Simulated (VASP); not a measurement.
# Pb (Fm-3m) in VASP: settings compared, part 2 of 2

VASP 6.6.1. Earlier steps stand in the parts before.

**5. Single point, LDA, non-collinear spin, zero start, spin-orbit coupling**

This run uses another cell than the first one, of 28.50 Å³/atom.

Contents of INCAR:

```
SYSTEM = Pb
ALGO = Fast
EDIFF = 1E-7
ENCUT = 520
GGA = CA
GGA_COMPAT = .FALSE.
ISIF = 2
ISMEAR = -1
LASPH = .TRUE.
LCHARG = .FALSE.
LORBIT = 11
LORBMOM = .TRUE.
LREAL = .FALSE.
LSORBIT = .TRUE.
LWAVE = .FALSE.
MAGMOM = 0 0 0
NBANDS = 25
NELM = 150
PREC = Accurate
SIGMA = 0.05
```

Contents of KPOINTS:

```
k-points
0
G
  9 9 9
  0 0 0
```

Contents of POSCAR:

```
Pb
1.0
    0.0000000000      2.4244952108      2.4244952108
    2.4244952108      0.0000000000      2.4244952108
    2.4244952108      2.4244952108      0.0000000000
Pb
1
Direct
    0.0000000000      0.0000000000      0.0000000000
```

Potentials or basis: VASP PAW LDA potentials, release 64 (Pb_d).

On the command line:

```bash
$ cat potpaw_LDA.64/Pb_d/POTCAR > POTCAR
$ mpirun -np 1 vasp_ncl > vasp.out
```

OUTCAR:

```text
SYSTEM = Pb
   EDIFF = 1E-7
   ENCUT = 520
   GGA = CA
   ISIF = 2
   ISMEAR = -1
   LASPH = .TRUE.
   LORBIT = 11
   LREAL = .FALSE.
   LSORBIT = .TRUE.
   NELM = 150
   PREC = Accurate

 ion  position               nearest neighbor table
   1  0.000  0.000  0.000-

  LATTYP: Found a face centered cubic cell.
 ALAT       =     4.8489904216

  Lattice vectors:

 A1 = (   0.0000000000,   2.4244952108,   2.4244952108)
 A2 = (   2.4244952108,   0.0000000000,   2.4244952108)
 A3 = (   2.4244952108,   2.4244952108,   0.0000000000)

Analysis of symmetry for initial positions (statically):
=====================================================================
 Subroutine PRICEL returns:
 Original cell was already a primitive cell.

 Routine SETGRP: Setting up the symmetry group for a
 face centered cubic supercell.

 Subroutine GETGRP returns: Found 48 space group operations
 (whereof 48 operations were pure point group operations)
 out of a pool of 48 trial point group operations.

The static configuration has the point symmetry O_h .

Analysis of symmetry for dynamics (positions and initial velocities):
=====================================================================
 Subroutine PRICEL returns:
 Original cell was already a primitive cell.

[... 879 lines left out ...]
  free  energy   TOTEN  =        -4.8217297556 eV

  energy  without entropy=       -4.8187044322  energy(sigma->0) =       -4.82021709

 orbital moment (x)

 # of ion     p       d       tot
 ----------------------------------------
  1         0.000   0.000   0.000
 ----------------------------------------
            0.000   0.000   0.000

 orbital moment (y)

 # of ion     p       d       tot
 ----------------------------------------
  1        -0.000  -0.000  -0.000
 ----------------------------------------
           -0.000  -0.000  -0.000

 orbital moment (z)

 # of ion     p       d       tot
 ----------------------------------------
  1         0.000   0.000   0.000
 ----------------------------------------
            0.000   0.000   0.000

 Spin-Orbit-Coupling matrix elements

 Ion:    1  E_soc:     -1.1569843
 l=   1
     0.0000000    -0.1238425    -0.1238425
    -0.1238425     0.0000000    -0.1238425
    -0.1238425    -0.1238425     0.0000000
 l=   2
     0.0000000    -0.0139048     0.0000000    -0.0139048    -0.0550835
    -0.0139048     0.0000000    -0.0413126    -0.0139048    -0.0137709
     0.0000000    -0.0413126     0.0000000    -0.0413126     0.0000000
    -0.0139048    -0.0139048    -0.0413126     0.0000000    -0.0137709
    -0.0550835    -0.0137709     0.0000000    -0.0137709     0.0000000
 l=   3
     0.0000000     0.0000000     0.0000000     0.0000000     0.0000000     0.0000000     0.0000000
     0.0000000     0.0000000     0.0000000     0.0000000     0.0000000     0.0000000     0.0000000
     0.0000000     0.0000000     0.0000000     0.0000000     0.0000000     0.0000000     0.0000000
     0.0000000     0.0000000     0.0000000     0.0000000     0.0000000     0.0000000     0.0000000
     0.0000000     0.0000000     0.0000000     0.0000000     0.0000000     0.0000000     0.0000000
     0.0000000     0.0000000     0.0000000     0.0000000     0.0000000     0.0000000     0.0000000
     0.0000000     0.0000000     0.0000000     0.0000000     0.0000000     0.0000000     0.0000000

 total charge

# of ion       s       p       d       tot
------------------------------------------
    1        1.398   0.797   9.811  12.005

 magnetization (x)

# of ion       s       p       d       tot
------------------------------------------
    1       -0.000  -0.000   0.000  -0.000

 magnetization (y)

# of ion       s       p       d       tot
------------------------------------------
    1        0.000   0.000   0.000   0.000

 magnetization (z)

# of ion       s       p       d       tot
------------------------------------------
    1        0.000  -0.000   0.000   0.000
```

OSZICAR:

```text
N       E                     dE             d eps       ncg     rms          rms(c)
DAV:   1     0.149196612808E+03    0.14920E+03   -0.67506E+03  1766   0.138E+03
DAV:   2     0.681189782676E+01   -0.14238E+03   -0.13678E+03  1782   0.370E+02
DAV:   3    -0.443589552207E+01   -0.11248E+02   -0.11141E+02  2116   0.125E+02
DAV:   4    -0.481589716435E+01   -0.38000E+00   -0.37973E+00  2256   0.241E+01
DAV:   5    -0.483521774388E+01   -0.19321E-01   -0.19320E-01  2715   0.501E+00    0.617E-01
RMM:   6    -0.482507650279E+01    0.10141E-01   -0.10534E-02  2138   0.158E+00    0.293E-01
RMM:   7    -0.482188760117E+01    0.31889E-02   -0.63611E-03  2213   0.932E-01    0.212E-01
RMM:   8    -0.482183804669E+01    0.49554E-04   -0.17719E-03  2677   0.434E-01    0.331E-02
RMM:   9    -0.482172239690E+01    0.11565E-03   -0.24078E-04  2792   0.223E-01    0.632E-03
RMM:  10    -0.482172996851E+01   -0.75716E-05   -0.74407E-05  2869   0.873E-02    0.492E-03
RMM:  11    -0.482173004542E+01   -0.76906E-07   -0.10745E-05  2965   0.328E-02    0.268E-03
RMM:  12    -0.482172969582E+01    0.34960E-06   -0.13901E-06  2526   0.113E-02    0.590E-04
RMM:  13    -0.482172975559E+01   -0.59767E-07   -0.36597E-07  1865   0.643E-03
   1 F= -.48217298E+01 E0= -.48202171E+01  d E =-.302532E-02  mag=     0.0000    -0.0000     0.0000
```

stdout:

```text
POSCAR found type information on POSCAR Pb
 POSCAR found :  1 types and       1 ions
 scaLAPACK will be used
 LDA part: xc-table for (Slater(with rela. corr.)+CA(PZ))
 , standard interpolation
 POSCAR, INCAR and KPOINTS ok, starting setup
 FFT: planning ... GRIDC
 FFT: planning ... GRID_SOFT
 FFT: planning ... GRID
 WAVECAR not read
 entering main loop
```

Run time: 31 s. Hardware: 1 thread of AMD EPYC 9R45 (Zen 5), shared host; peak memory 0.19 GiB.

What came out:

```
Free energy                                           : -4.8217 eV
Pressure                                              : 1.0 GPa
Net moment                                            : 0.00 μB per cell
Valence electrons inside the program's atomic spheres : Pb 12.01
```

Moments on the atoms (μB; x, y, z):
```
Pb  0.00 0.00 0.00
```

**6. Summary**

| level | potentials or basis | spin | cell | k mesh | grid for exact exchange (PRECFOCK) | share of exact exchange | screening parameter | gap on the mesh (eV) | pressure (GPa) | moment (μB) |
| --- | --- | --- | --- | --- | --- | --- | --- | --- | --- | --- |
| B3LYP | VASP PAW PBE potentials, release 64 (Pb_d) | off | a = 3.523 Å, angles 60.0°, 1 atom | 5 × 5 × 5 | Normal | 0.2 | - | none | 2.7 | - |
| B3LYP | VASP PAW PBE potentials, release 64 (Pb_d) | off | a = 3.546 Å, angles 60.0°, 1 atom | 5 × 5 × 5 | Normal | 0.2 | - | none | 1.7 | - |
| HSE06 | VASP PAW PBE potentials, release 64 (Pb_d) | non-collinear, zero start, SOC | a = 3.500 Å, angles 60.0°, 1 atom | 4 × 4 × 4 | Normal | 0.25 | 0.2079 1/Å | - | 0.2 | 0.00 |
| LDA | VASP PAW LDA potentials, release 64 (Pb_d) | non-collinear, zero start, SOC | a = 3.429 Å, angles 60.0°, 1 atom | 9 × 9 × 9 | - | - | - | - | 1.0 | 0.00 |

Alike in all rows: task single point; cutoff (eV) 520; smearing fermi-dirac 0.05 eV.

Caveats: some runs use coarse meshes; the PAW data sets were made with another functional, which shifts forces and pressure a little (at least some runs); spin-orbit coupling is left out, which moves the levels of the heavy elements (at least some runs).

Total energies depend on the potentials used, so only differences within one code and one set of settings carry meaning.
